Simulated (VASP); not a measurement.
Runs of VASP 6.6.1 on Te. The structure is that of space group P6/mmm (No. 191), or close to it. The cells are those of the table. This isn't the form of Te at room conditions, which is trigonal, of chains.

```tsv
task	cell	cutoff (eV)	gap on the mesh (eV)	pressure (GPa)
single point	a = 2.845, b = 2.845, c = 2.664 Å, angles 90.0, 90.0, 120.0°, 1 atom	520	none	82.5
relaxation of cell and atoms	relaxed from a = 3.334, b = 3.334, c = 3.134 Å, angles 90.0, 90.0, 120.0°, 1 atom	600	none	0.0
single point	a = 2.484, b = 2.484, c = 2.330 Å, angles 90.0, 90.0, 120.0°, 1 atom	520	none	(a)
relaxation of shape and atoms at fixed volume	relaxed from a = 3.145, b = 3.145, c = 2.907 Å, angles 90.0, 90.0, 120.0°, 1 atom	600	none	19.0
single point	a = 3.388, b = 3.388, c = 3.131 Å, angles 90.0, 90.0, 120.0°, 1 atom	520	none	-0.1
```

Alike in all rows: level PBE; potentials or basis VASP PAW PBE potentials, release 64 (Te); no spin polarisation; k mesh 15 × 15 × 13; smearing fermi-dirac 0.1 eV.

Task: Estimate the missing entries.

Result: (a) 361.1.

Caveats: spin-orbit coupling is left out, which moves the levels of the heavy elements; the cell stands under pressure (at least some runs).

A k mesh can miss the band edges, and the runs leave out spin-orbit coupling on Te.

A gap of «none» marks levels without a gap at the run's occupations.
